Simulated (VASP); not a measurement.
Input of a VASP 6.6.1 run:

The input INCAR:

```
SYSTEM = Si
ALGO     = Normal         ! electronic algorithm
DIPOL    = 0.5 0.5 0.500
EDIFF    = 1E-6           ! SCF threshold, eV
EDIFFG   = -0.03          ! ionic threshold
ENCUT    = 520            ! plane-wave cutoff, eV
GGA      = PE             ! functional
IBRION   = 2              ! ionic algorithm
IDIPOL   = 3            
ISIF     = 2              ! what is computed and relaxed
ISMEAR   = 0              ! smearing method
LASPH    = .TRUE.         ! aspherical terms in the spheres
LCHARG   = .FALSE.        ! write CHGCAR
LDIPOL   = .TRUE.       
LREAL    = .FALSE.        ! projectors in reciprocal space
LWAVE    = .FALSE.        ! write WAVECAR
NELM     = 60             ! most SCF steps
NSW      = 70             ! ionic steps
PREC     = Accurate       ! precision mode
SIGMA    = 0.05           ! smearing width, eV
```

KPOINTS

```
k-points
0
G
  9 9 1
  0 0 0
```

The input POSCAR:

```
Si
1.0
    3.8512806327      0.0000000000      0.0000000000
   -1.9256403163      3.3353068650      0.0000000000
    0.0000000000      0.0000000000     24.3486478162
Si
8
Selective dynamics
Direct
    0.6666666667      0.3333333333      0.2874902973  F F F
    0.3333333333      0.6666666667      0.3203920722  F F F
    0.3333333333      0.6666666667      0.4181961742  F F F
    0.6666666667      0.3333333333      0.4510979490  F F F
    0.6666666667      0.3333333333      0.5489020510  T T T
    0.3333333333      0.6666666667      0.5818038258  T T T
    0.3333333333      0.6666666667      0.6796079278  T T T
    0.6666666667      0.3333333333      0.7125097027  T T T
```

Potentials or basis: VASP PAW PBE potentials, release 64 (Si).

Command:

```sh
$ cat potpaw_PBE.64/Si/POTCAR > POTCAR
$ mpirun -np 1 vasp_std > vasp.out
```

(1) What does it give for the band gap on the k mesh?

(2) What does it give for the energy gained by relaxing?

Answers

(1) zero (bands 16 and 17 overlap by 0.30 eV).

(2) 4.9 meV/atom.
